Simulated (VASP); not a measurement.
# Ir (Pm-3n) in VASP: notebook, part 2 of 2

VASP 6.6.1. The steps go on from the part before.

## (3) Single point, r2SCAN

This run uses another cell than the first one, of 14.50 Å³/atom, 0.981 times its volume.

Contents of POSCAR:

```
Ir
1.0
    4.8773957365      0.0000000000      0.0000000000
    0.0000000000      4.8773957365      0.0000000000
    0.0000000000      0.0000000000      4.8773957365
Ir
8
Direct
    0.5000000000      0.5000000000      0.5000000000
    0.0000000000      0.0000000000      0.0000000000
    0.2500000000      0.0000000000      0.5000000000
    0.5000000000      0.2500000000      0.0000000000
    0.5000000000      0.7500000000      0.0000000000
    0.7500000000      0.0000000000      0.5000000000
    0.0000000000      0.5000000000      0.7500000000
    0.0000000000      0.5000000000      0.2500000000
```

Contents of INCAR.step1:

```
SYSTEM = Ir
PREC = Accurate
ENCUT = 520
ISMEAR = 0
SIGMA = 0.1
LREAL = .FALSE.
LASPH = .TRUE.
NELM = 100
NBANDS = 46
GGA = PE
ALGO = Normal
EDIFF = 1E-4
LWAVE = .TRUE.
LCHARG = .FALSE.
```

Contents of INCAR.step2:

```
SYSTEM = Ir
PREC = Accurate
ENCUT = 520
EDIFF = 1E-6
ISMEAR = 0
SIGMA = 0.1
LREAL = .FALSE.
LASPH = .TRUE.
NELM = 100
ALGO = Normal
ISIF = 2
LWAVE = .FALSE.
LCHARG = .TRUE.
METAGGA = R2SCAN
LMIXTAU = .TRUE.
LELF = .TRUE.
LVHAR = .TRUE.
NBANDS = 46
ISTART = 1
```

Contents of KPOINTS:

```
regular mesh
0
G
  4 4 4
  0 0 0
```

Potentials or basis: VASP PAW PBE potentials, release 64 (Ir).

Started as:

```bash
> cat potpaw_PBE.64/Ir/POTCAR > POTCAR
> cp INCAR.step1 INCAR
> mpirun -np 1 vasp_std > vasp.out
> cp INCAR.step2 INCAR
> mpirun -np 1 vasp_std > vasp.out
```

OUTCAR:

```text
SYSTEM = Ir
   PREC = Accurate
   ENCUT = 520
   EDIFF = 1E-6
   ISMEAR = 0
   LREAL = .FALSE.
   LASPH = .TRUE.
   NELM = 100
   ISIF = 2
   METAGGA = R2SCAN
   ISTART = 1

 ion  position               nearest neighbor table
   1  0.500  0.500  0.500-   3 2.73   4 2.73   5 2.73   6 2.73   7 2.73   8 2.73   4 2.73   5 2.73
                             3 2.73   6 2.73   7 2.73   8 2.73
   2  0.000  0.000  0.000-   3 2.73   4 2.73   5 2.73   6 2.73   7 2.73   8 2.73   3 2.73   6 2.73
                             7 2.73   8 2.73   4 2.73   5 2.73
   3  0.250  0.000  0.500-   6 2.44   6 2.44   1 2.73   2 2.73   1 2.73   2 2.73   4 2.99   5 2.99
                             4 2.99   5 2.99   8 2.99   7 2.99   8 2.99   7 2.99
   4  0.500  0.250  0.000-   5 2.44   5 2.44   1 2.73   1 2.73   2 2.73   2 2.73   3 2.99   6 2.99
                             6 2.99   3 2.99   8 2.99   7 2.99   7 2.99   8 2.99
   5  0.500  0.750  0.000-   4 2.44   4 2.44   1 2.73   1 2.73   2 2.73   2 2.73   3 2.99   6 2.99
                             6 2.99   3 2.99   8 2.99   7 2.99   7 2.99   8 2.99
   6  0.750  0.000  0.500-   3 2.44   3 2.44   1 2.73   2 2.73   1 2.73   2 2.73   4 2.99   5 2.99
                             5 2.99   4 2.99   8 2.99   7 2.99   8 2.99   7 2.99
   7  0.000  0.500  0.750-   8 2.44   8 2.44   1 2.73   2 2.73   2 2.73   1 2.73   3 2.99   4 2.99
                             5 2.99   3 2.99   6 2.99   6 2.99   4 2.99   5 2.99
[... 681 lines left out ...]

------------------------ aborting loop because EDIFF is reached ----------------------------------------

  FORCE on cell =-STRESS in cart. coord.  units (eV):
  Direction    XX          YY          ZZ          XY          YZ          ZX
  --------------------------------------------------------------------------------------
  -------------------------------------------------------------------------------------
  Total        6.9124085      6.9124085      6.9124085      0.0000000      0.0000000     -0.0000000
  in kB       95.4500133     95.4500133     95.4500133      0.0000000      0.0000000     -0.0000000
  external PRESSURE =      95.4500133 kB  Pullay stress =       0.0000000 kB

 VOLUME and BASIS-vectors are now :
 -----------------------------------------------------------------------------
  energy-cutoff  :      520.00
  volume of cell :      116.03
      direct lattice vectors                 reciprocal lattice vectors
     4.877395736  0.000000000  0.000000000     0.205027448  0.000000000  0.000000000
     0.000000000  4.877395736  0.000000000     0.000000000  0.205027448  0.000000000
     0.000000000  0.000000000  4.877395736     0.000000000  0.000000000  0.205027448

 POSITION                                       TOTAL-FORCE (eV/Angst)
 -----------------------------------------------------------------------------------
      2.43870      2.43870      2.43870         0.000000      0.000000     -0.000000
      0.00000      0.00000      0.00000         0.000000      0.000000     -0.000000
      1.21935      0.00000      2.43870        -0.000000     -0.000000      0.000000
      2.43870      1.21935      0.00000         0.000000      0.000000     -0.000000
      2.43870      3.65805      0.00000        -0.000000     -0.000000      0.000000
      3.65805      0.00000      2.43870         0.000000     -0.000000      0.000000
      0.00000      2.43870      3.65805        -0.000000     -0.000000     -0.000000
      0.00000      2.43870      1.21935        -0.000000     -0.000000      0.000000
 -----------------------------------------------------------------------------------
    total drift:                                0.000000      0.000000     -0.000000

  FREE ENERGIE OF THE ION-ELECTRON SYSTEM (eV)
  ---------------------------------------------------
  free  energy   TOTEN  =      -414.2456607574 eV

  energy  without entropy=     -414.1820295154  energy(sigma->0) =     -414.21384514
```

OSZICAR.step1:

```text
N       E                     dE             d eps       ncg     rms          rms(c)
DAV:   1     0.815420740241E+03    0.81542E+03   -0.31830E+04   920   0.157E+03
DAV:   2    -0.128182889492E+02   -0.82824E+03   -0.79847E+03   926   0.487E+02
DAV:   3    -0.670372759205E+02   -0.54219E+02   -0.48402E+02  1136   0.126E+02
DAV:   4    -0.699502689800E+02   -0.29130E+01   -0.28185E+01  1162   0.305E+01
DAV:   5    -0.700355233786E+02   -0.85254E-01   -0.85133E-01  1124   0.390E+00    0.446E+01
DAV:   6    -0.670471363705E+02    0.29884E+01   -0.63002E+00  1150   0.192E+01    0.212E+01
DAV:   7    -0.685594833799E+02   -0.15123E+01   -0.10317E+01  1320   0.313E+01    0.149E+01
DAV:   8    -0.662780527158E+02    0.22814E+01   -0.76697E+00  1312   0.216E+01    0.260E+00
DAV:   9    -0.662617781644E+02    0.16275E-01   -0.17751E-01  1052   0.297E+00    0.369E-01
DAV:  10    -0.662616352388E+02    0.14293E-03   -0.91410E-03  1254   0.676E-01    0.113E-01
DAV:  11    -0.662615994905E+02    0.35748E-04   -0.61017E-04  1022   0.165E-01
   1 F= -.66261599E+02 E0= -.66228307E+02  d E =-.665841E-01
```

Run time: 3 min. Hardware: 1 thread of Intel Xeon Platinum 8259CL at 2.50GHz (Skylake/Cascade Lake), shared host; peak memory 0.23 GiB.

What came out:

```
Free energy            : -414.2457 eV
Pressure               : 9.5 GPa
Band gap on the k mesh : zero (band 36 reaches 10.23 eV, above the bottom of band 37 at 9.68 eV)
```

Levels at points of the mesh, in eV from the Fermi level:
| k point | band 33 | band 34 | band 35 | band 36 | band 37 | band 38 | band 39 | band 40 |
| --- | --- | --- | --- | --- | --- | --- | --- | --- |
| (0.00, 0.00, 0.00) | -1.31 | -0.46 | -0.46 | 0.34 | 0.34 | 0.34 | 0.94 | 0.94 |
| (0.50, 0.00, 0.00) | -0.48 | -0.48 | -0.23 | -0.23 | -0.20 | -0.20 | 0.90 | 0.90 |
| (0.50, 0.50, 0.00) | -1.05 | -0.81 | -0.13 | -0.13 | -0.13 | 0.08 | 0.32 | 0.32 |
| (0.50, 0.50, 0.50) | -0.31 | -0.31 | -0.31 | -0.31 | 0.08 | 0.08 | 0.08 | 0.08 |

Caveat: the PAW data sets were made with another functional, which shifts forces and pressure a little; spin-orbit coupling is left out, which moves the levels of the heavy elements.
